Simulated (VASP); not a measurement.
# InP (I-4m2) in VASP: further runs

InP is run at these levels: r2SCAN; tasks: single point.

All numbers are computed with VASP 6.6.1; they aren't measurements. Logs are shortened: lines on timing, memory, paths and dates and some standing lists are left out, and cuts for length are marked.

**1. The cell of the first run**

It takes space group I-4m2 (No. 119, tetragonal). The conventional cell has a = 3.932 Å, b = 3.932 Å, c = 5.908 Å, α = 90.00°, β = 90.00°, γ = 90.00°. Within 3.2 Å of In (site symmetry -4m2) lie 4 P at 2.46 Å. P (site symmetry -4m2) has 4 In at 2.46 Å within 3.2 Å.

**2. Single point, r2SCAN (biaxial xy strain -5.9%)**

Input file POSCAR:

```
InP
1.0
    0.0000000000      2.7806956815      2.9537876370
    2.7806956815      0.0000000000      2.9537876370
    2.7806956815      2.7806956815      0.0000000000
In P
1 1
Direct
    0.0000000000      0.0000000000      0.0000000000
    0.2500000000      0.2500000000      0.2500000000
```

Input file INCAR.step1:

```
PREC = Accurate
ENCUT = 520
ISMEAR = 0
SIGMA = 0.01
LREAL = F
LASPH = T
NELM = 100
NBANDS = 16
GGA = PE
ALGO = Normal
EDIFF = 1E-4
LWAVE = T
LCHARG = F
```

Input file INCAR.step2:

```
PREC = Accurate
ENCUT = 520
EDIFF = 1E-6
ISMEAR = 0
SIGMA = 0.01
LREAL = F
LASPH = T
NELM = 100
ALGO = Normal
ISIF = 2
LWAVE = F
LCHARG = F
METAGGA = R2SCAN
LMIXTAU = T
NBANDS = 16
ISTART = 1
```

Input file KPOINTS:

```
Automatic mesh
0
Gamma
  8 8 8
```

Potentials or basis: VASP PAW PBE potentials, release 64 (In_d, P).

The run is started by

```
$ cat potpaw_PBE.64/In_d/POTCAR potpaw_PBE.64/P/POTCAR > POTCAR
$ cp INCAR.step1 INCAR
$ mpirun -np 1 vasp_std > vasp.out
$ cp INCAR.step2 INCAR
$ mpirun -np 1 vasp_std > vasp.out
```

OUTCAR:

```text
PREC = Accurate
   ENCUT = 520
   EDIFF = 1E-6
   ISMEAR = 0
   LREAL = F
   LASPH = T
   NELM = 100
   ISIF = 2
   METAGGA = R2SCAN
   ISTART = 1

 ion  position               nearest neighbor table
   1  0.000  0.000  0.000-   2 2.46   2 2.46   2 2.46   2 2.46
   2  0.250  0.250  0.250-   1 2.46   1 2.46   1 2.46   1 2.46

  LATTYP: Found a body centered tetragonal cell.
 ALAT       =     3.9324975456
 C/A-ratio  =     1.5022451268

  Lattice vectors:

 A1 = (  -2.7806956815,   0.0000000000,   2.9537876370)
 A2 = (   2.7806956815,   0.0000000000,   2.9537876370)
 A3 = (   0.0000000000,   2.7806956815,  -2.9537876370)

Analysis of symmetry for initial positions (statically):
=====================================================================
 Subroutine PRICEL returns:
 Original cell was already a primitive cell.

 Routine SETGRP: Setting up the symmetry group for a
 body centered tetragonal supercell.

 Subroutine GETGRP returns: Found  8 space group operations
 (whereof  8 operations were pure point group operations)
 out of a pool of 16 trial point group operations.

The static configuration has the point symmetry D_2d.

Analysis of symmetry for dynamics (positions and initial velocities):
=====================================================================
 Subroutine PRICEL returns:
 Original cell was already a primitive cell.

 Routine SETGRP: Setting up the symmetry group for a
 body centered tetragonal supercell.

 Subroutine GETGRP returns: Found  8 space group operations
 (whereof  8 operations were pure point group operations)
 out of a pool of 16 trial point group operations.

The dynamic configuration has the point symmetry D_2d.

 Subroutine INISYM returns: Found  8 space group operations
 (whereof  8 operations are pure point group operations),
 and found     1 'primitive' translations

----------------------------------------------------------------------------------------

                                     Primitive cell

  volume of cell :      45.6790

  direct lattice vectors                    reciprocal lattice vectors
     0.000000000  2.780695682  2.953787637    -0.179811118  0.179811118  0.169274187
     2.780695682  0.000000000  2.953787637     0.179811118 -0.179811118  0.169274187
     2.780695682  2.780695682  0.000000000     0.179811118  0.179811118 -0.169274187

  length of vectors
     4.056738823  4.056738823  3.932497546     0.305479667  0.305479667  0.305479667

  position of ions in fractional coordinates (direct lattice)
     0.000000000  0.000000000  0.000000000
     0.250000000  0.250000000  0.250000000

  ion indices of the primitive-cell ions
   primitive index   ion index
                 1           1
                 2           2

----------------------------------------------------------------------------------------

 KPOINTS: Automatic mesh

Automatic generation of k-mesh.
 Grid dimensions read from file:
 generate k-points for:    8    8    8

 Generating k-lattice:

  Cartesian coordinates                     Fractional coordinates (reciprocal lattice)
    -0.022476390  0.022476390  0.021159273     0.125000000 -0.000000000  0.000000000
     0.022476390 -0.022476390  0.021159273    -0.000000000  0.125000000  0.000000000
     0.022476390  0.022476390 -0.021159273     0.000000000  0.000000000  0.125000000

  Length of vectors
     0.038184958  0.038184958  0.038184958

  Shift w.r.t. Gamma in fractional coordinates (k-lattice)
     0.000000000  0.000000000  0.000000000

 Subroutine IBZKPT returns following result:
 ===========================================

 Found     59 irreducible k-points:

 Following reciprocal coordinates:
            Coordinates               Weight
  0.000000  0.000000  0.000000      1.000000
  0.125000  0.000000  0.000000      8.000000
  0.250000  0.000000  0.000000      8.000000
  0.375000  0.000000  0.000000      8.000000
  0.500000  0.000000  0.000000      4.000000
  0.125000  0.125000  0.000000      2.000000
[... 16 lines left out ...]
  0.250000  0.000000  0.125000     16.000000
  0.375000  0.000000  0.125000     16.000000
 [... further k-points ...]
   k-points           NKPTS =     59   k-points in BZ     NKDIM =     59   number of bands    NBANDS=     16
   number of dos      NEDOS =    301   number of ions     NIONS =      2
   total plane-waves  NPLWV =  27000
   dimension x,y,z NGX =    30 NGY =   30 NGZ =   30
   dimension x,y,z NGXF=    60 NGYF=   60 NGZF=   60
   ions per type =               1   1
   NGX,Y,Z   is equivalent  to a cutoff of  12.29, 12.29, 12.68 a.u.
   NGXF,Y,Z  is equivalent  to a cutoff of  24.59, 24.59, 25.36 a.u.
 SYSTEM =  unknown system
   PREC   = accura    normal or accurate (medium, high low for compatibility)
   ISTART =      1    job   : 0-new  1-cont  2-samecut
   ICHARG =      0    charge: 1-file 2-atom 10-const
   ISPIN  =      1    spin polarized calculation?
   LNONCOLLINEAR =      F non collinear calculations
   LSORBIT =      F    spin-orbit coupling
   LASPH  =      T    aspherical Exc in radial PAW
   ENCUT  =  520.0 eV  38.22 Ry    6.18 a.u.   7.54  7.54  7.31*2*pi/ulx,y,z
   NELM   =    100;   NELMIN=  2; NELMDL=  0     # of ELM steps
   EDIFF  = 0.1E-05   stopping-criterion for ELM
   LREAL  =      F    real-space projection
   EDIFFG = 0.1E-04   stopping-criterion for IOM
   NSW    =      0    number of steps for IOM
   IBRION =     -1    ionic relax: 0-MD 1-quasi-New 2-CG
   NFREE  =      0    steps in history (QN), initial steepest desc. (CG)
   ISIF   =      2    stress and relaxation
   ISYM   =      2    0-nonsym 1-usesym 2-fastsym
   POTIM  = 0.5000    time-step for ionic-motion
   TEBEG  =    0.0;   TEEND  =   0.0 temperature during run
   PSTRESS=    0.0 pullay stress
   NELECT =      18.0000    total number of electrons
   NUPDOWN=      -1.0000    fix difference up-down
   EMIN   =  10.00;   EMAX   =-10.00  energy-range for DOS
   EFERMI =   0.00;   METHOD = LEGACY
   ISMEAR =     0;   SIGMA  =   0.01  broadening in eV -4-tet -1-fermi 0-gaus
   EFERMI_NEDOS =   21; number of points for ismear=-14 and -15
   IALGO  =     38    algorithm
   IMIX   =      4    mixing-type and parameters
     AMIX     =   0.40;   BMIX     =  1.00
     AMIX_MAG =   1.60;   BMIX_MAG =  1.00
  volume/ion in A,a.u.               =      22.84       154.13
  Fermi-wavevector in a.u.,A,eV,Ry     =   1.200218  2.268084 19.599521  1.440524
  Thomas-Fermi vector in A             =   2.336060
   LORBIT       =      0    0 simple, 1 ext, 2 COOP (PROOUT), +10 PAW based schemes
   METAGGA = R2SCAN    functional components
   LHFCALC =     F    Hartree Fock is set to
   AEXX    =    0.0000 exact exchange contribution
   IVDW    =     0    specifies the selected vdW correction
   LEPSILON=     F    determine dielectric tensor
   LRPA    =     F    only Hartree local field effects (RPA)
 non-spin polarized calculation
 Gauss-broadening in eV      SIGMA  =   0.01
  energy-cutoff  :      520.00
  volume of cell :       45.68
 maximum number of plane-waves:      1255
   NGX = 15   NGY = 15   NGZ = 15

 number of electron      17.9999994 magnetization

 Free energy of the ion-electron system (eV)
  ---------------------------------------------------
  ext. energy  EPLUGINS =         0.00000000
  ---------------------------------------------------
  free energy    TOTEN  =       -32.10879097 eV

  energy without entropy =      -32.10879097  energy(sigma->0) =      -32.10879097

 E-fermi :   6.3021     XC(G=0): -10.3502

 val. band max:        6.2615964479   @ k =   0.0000   0.0000   0.0000
 cond. band min:       7.8536776595   @ k =   0.5000   0.0000   0.5000
 fundamental gap:      1.5920812116
 Fermi energy:         6.3020818897

 k-point     1 :       0.0000    0.0000    0.0000
  band No.  band energies     occupation
      1      -8.7666      2.00000
      2      -8.7355      2.00000
      3      -8.7355      2.00000
      4      -8.5114      2.00000
      5      -8.5091      2.00000
      6      -6.5802      2.00000
[... 8 lines left out ...]
     15      15.9606      0.00000
     16      16.7340      0.00000

 k-point     2 :       0.1250    0.0000    0.0000
  band No.  band energies     occupation
      1      -8.7838      2.00000
      2      -8.7412      2.00000
      3      -8.7249      2.00000
      4      -8.5105      2.00000
      5      -8.5092      2.00000
      6      -6.3584      2.00000
[... 8 lines left out ...]
     15      15.8935      0.00000
     16      16.6253      0.00000

 k-point     3 :       0.2500    0.0000    0.0000
  band No.  band energies     occupation
      1      -8.8536      2.00000
      2      -8.7205      2.00000
      3      -8.7015      2.00000
      4      -8.5113      2.00000
      5      -8.5003      2.00000
      6      -5.7433      2.00000
[... 8 lines left out ...]
     15      15.4296      0.00000
     16      16.2172      0.00000

 k-point     4 :       0.3750    0.0000    0.0000
  band No.  band energies     occupation
      1      -8.9173      2.00000
      2      -8.7026      2.00000
      3      -8.6827      2.00000
      4      -8.5069      2.00000
      5      -8.4850      2.00000
      6      -4.9085      2.00000
[... 8 lines left out ...]
     15      16.2911      0.00000
     16      16.6775      0.00000

 k-point     5 :       0.5000    0.0000    0.0000
  band No.  band energies     occupation
      1      -8.9418      2.00000
      2      -8.6970      2.00000
      3      -8.6767      2.00000
      4      -8.5033      2.00000
      5      -8.4766      2.00000
      6      -4.4109      2.00000
[... 8 lines left out ...]
     15      17.4135      0.00000
     16      17.7884      0.00000

 k-point     6 :       0.1250    0.1250    0.0000
  band No.  band energies     occupation
      1      -8.8170      2.00000
      2      -8.7150      2.00000
      3      -8.7150      2.00000
      4      -8.5163      2.00000
      5      -8.5031      2.00000
      6      -6.3089      2.00000
[... 8 lines left out ...]
     15      16.8476      0.00000
     16      16.9708      0.00000

 k-point     7 :       0.2500    0.1250    0.0000
  band No.  band energies     occupation
      1      -8.8662      2.00000
      2      -8.7015      2.00000
      3      -8.6909      2.00000
      4      -8.5187      2.00000
      5      -8.4987      2.00000
      6      -5.8450      2.00000
[... 8 lines left out ...]
     15      16.5002      0.00000
     16      17.6425      0.00000

 k-point     8 :       0.3750    0.1250    0.0000
  band No.  band energies     occupation
      1      -8.9160      2.00000
      2      -8.6932      2.00000
      3      -8.6700      2.00000
      4      -8.5089      2.00000
      5      -8.4964      2.00000
      6      -5.0762      2.00000
[... 8 lines left out ...]
     15      16.9046      0.00000
     16      16.9936      0.00000

 k-point     9 :       0.5000    0.1250    0.0000
  band No.  band energies     occupation
      1      -8.9451      2.00000
      2      -8.6895      2.00000
      3      -8.6626      2.00000
      4      -8.4998      2.00000
      5      -8.4918      2.00000
      6      -4.3639      2.00000
[... 8 lines left out ...]
     15      17.5015      0.00000
     16      17.6578      0.00000
[... 172 lines left out ...]
 k-point    19 :       0.5000    0.3750    0.0000
  band No.  band energies     occupation
      1      -9.0038      2.00000
      2      -8.6127      2.00000
      3      -8.6003      2.00000
      4      -8.5576      2.00000
      5      -8.4751      2.00000
      6      -3.9553      2.00000
[... 8 lines left out ...]
     15      17.9709      0.00000
     16      19.2769      0.00000

 k-point    20 :      -0.3750    0.3750    0.0000
  band No.  band energies     occupation
      1      -8.9869      2.00000
      2      -8.6404      2.00000
      3      -8.6091      2.00000
      4      -8.5354      2.00000
      5      -8.4905      2.00000
      6      -3.7139      2.00000
[... 8 lines left out ...]
     15      16.9674      0.00000
     16      20.0274      0.00000

 k-point    21 :       0.5000    0.5000    0.0000
  band No.  band energies     occupation
      1      -9.0209      2.00000
      2      -8.5894      2.00000
      3      -8.5894      2.00000
      4      -8.5725      2.00000
      5      -8.4675      2.00000
      6      -3.8091      2.00000
[... 8 lines left out ...]
     15      17.7322      0.00000
     16      18.9640      0.00000

 k-point    22 :       0.1250    0.0000    0.1250
  band No.  band energies     occupation
      1      -8.7937      2.00000
      2      -8.7416      2.00000
      3      -8.7161      2.00000
      4      -8.5207      2.00000
      5      -8.5018      2.00000
      6      -6.2753      2.00000
[... 8 lines left out ...]
     15      15.9195      0.00000
     16      17.2822      0.00000

 k-point    23 :       0.2500    0.0000    0.1250
  band No.  band energies     occupation
      1      -8.8560      2.00000
      2      -8.7139      2.00000
      3      -8.6947      2.00000
      4      -8.5294      2.00000
      5      -8.4921      2.00000
      6      -5.7851      2.00000
[... 8 lines left out ...]
     15      15.9495      0.00000
     16      17.5999      0.00000

 k-point    24 :       0.3750    0.0000    0.1250
  band No.  band energies     occupation
      1      -8.9157      2.00000
      2      -8.6920      2.00000
      3      -8.6759      2.00000
      4      -8.5277      2.00000
      5      -8.4808      2.00000
      6      -5.0061      2.00000
[... 8 lines left out ...]
     15      16.7503      0.00000
     16      17.4043      0.00000

 [... further k-points ...]
[... 5 lines left out ...]
  --------------------------------------------------------------------------------------
  -------------------------------------------------------------------------------------
  Total        3.2512152      3.2512152      2.4662034      0.0000000     -0.0000000      0.0000000
  in kB      114.0355096    114.0355096     86.5014312      0.0000000     -0.0000000      0.0000000
  external PRESSURE =     104.8574834 kB  Pullay stress =       0.0000000 kB

 VOLUME and BASIS-vectors are now :
 -----------------------------------------------------------------------------
  energy-cutoff  :      520.00
  volume of cell :       45.68
      direct lattice vectors                 reciprocal lattice vectors
     0.000000000  2.780695682  2.953787637    -0.179811118  0.179811118  0.169274187
     2.780695682  0.000000000  2.953787637     0.179811118 -0.179811118  0.169274187
     2.780695682  2.780695682  0.000000000     0.179811118  0.179811118 -0.169274187

 POSITION                                       TOTAL-FORCE (eV/Angst)
 -----------------------------------------------------------------------------------
      0.00000      0.00000      0.00000        -0.000000     -0.000000      0.000000
      1.39035      1.39035      1.47689         0.000000      0.000000     -0.000000
 -----------------------------------------------------------------------------------
    total drift:                               -0.000008     -0.000008      0.000006

  FREE ENERGIE OF THE ION-ELECTRON SYSTEM (eV)
  ---------------------------------------------------
  free  energy   TOTEN  =       -32.1087909693 eV

  energy  without entropy=      -32.1087909693  energy(sigma->0) =      -32.10879097
```

Run time: 2.2 min. Hardware: 1 thread of Intel Xeon Platinum 8259CL at 2.50GHz (Skylake/Cascade Lake), shared host; peak memory 0.19 GiB.

What came out:

- Free energy: -32.1088 eV
- Pressure: 10.5 GPa
- Band gap on the k mesh: 1.59 eV, indirect (the least direct gap lies 3.8 meV higher)

Caveat: the cell differs from its parent crystal (biaxial xy strain -5.9%); the PAW data sets were made with another functional, which shifts forces and pressure a little; spin-orbit coupling is left out, which moves the levels of the heavy elements. A k mesh can miss the band edges.

(Part 1 of 2 ends here.)
